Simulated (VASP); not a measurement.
Ni:

```xyz
1
Lattice="0.0000 1.7673 1.7673 1.7673 0.0000 1.7673 1.7673 1.7673 0.0000" Properties=species:S:1:pos:R:3 pbc="T T T"
Ni    0.0000    0.0000    0.0000
```

Base run:

```yaml
Program: VASP 6.6.1
Functional: PBEsol
Potentials_or_basis: VASP PAW PBE potentials, release 64 (Ni)
Cutoff: 520 eV
k_mesh: 14 × 14 × 14
Occupations: gaussian, width 0.1 eV
Spin: collinear spin, ferromagnetic start
Starting_moments: "[2.0] μB"
```

Its results: pressure -12.2 GPa; site moments Ni +0.61 μB.

**Question.** The run is repeated on the same cell with these changes: moments at the start from [2.0] to [0.24]; fixed moment from none to 0.24 μB. What comes out?

**Answer.** Pressure -13.0 GPa; site moments Ni +0.25 μB.

Caveats: the cell stands under tension; the PAW data sets were made with another functional, which shifts forces and pressure a little; the total moment is fixed, so each spin has its own Fermi level (at least some runs).
